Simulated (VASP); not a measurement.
Wanted: the native input for a VASP 6.6.1 run.

```
Task                   : single point
Functional             : LDA
Potentials or basis    : VASP PAW LDA potentials, release 64 (Pt)
Cutoff                 : 520 eV
k mesh                 : 21 × 21 × 10
Occupations            : gaussian, width 0.15 eV
Spin                   : collinear spin, ferromagnetic start
Starting moments       : [0.2, 0.2] μB
Fixed moment           : 0.4 μB
Dipole correction      : no
Further INCAR settings : ALGO = Fast; EDIFF = 1e-06; NBANDS = 21
```

The structure of Pt lies in POSCAR:

```
Pt
1.0
    2.6244633715      0.0000000000      0.0000000000
   -1.3122316858      2.2728519510      0.0000000000
    0.0000000000      0.0000000000      4.5317559673
Pt
2
Direct
    0.6666666667      0.3333333333      0.7500000000
    0.3333333333      0.6666666667      0.2500000000
```

One way to write it, as run:

INCAR

```
SYSTEM = Pt
ALGO = Fast
EDIFF = 1E-6
ENCUT = 520
ISIF = 2
ISMEAR = 0
ISPIN = 2
LASPH = .True.
LCHARG = .False.
LMAXMIX = 4
LORBIT = 11
LREAL = .False.
LWAVE = .False.
MAGMOM = 0.2 0.2
NBANDS = 21
NELM = 150
NUPDOWN = 0.4
PREC = Accurate
SIGMA = 0.15
```

KPOINTS

```
k-points
0
Gamma
  21 21 10
  0 0 0
```

Potentials or basis: VASP PAW LDA potentials, release 64 (Pt).

Run with:

```sh
$ cat potpaw_LDA.64/Pt/POTCAR > POTCAR
$ mpirun -np 1 vasp_std > vasp.out
```

It gave:

| Item | Value |
| --- | --- |
| Pressure | 38.2 GPa |
| Net moment | 0.40 μB per cell |
| Site moments | Pt +0.20 μB |
| Valence electrons inside the program's atomic spheres | Pt 9.65 |

Caveat: the total moment is fixed, so each spin has its own Fermi level.

Run time: 6.2 min on 1 thread of Oxide Virtual Turin-like Processor (shared host), peak memory 0.27 GiB.
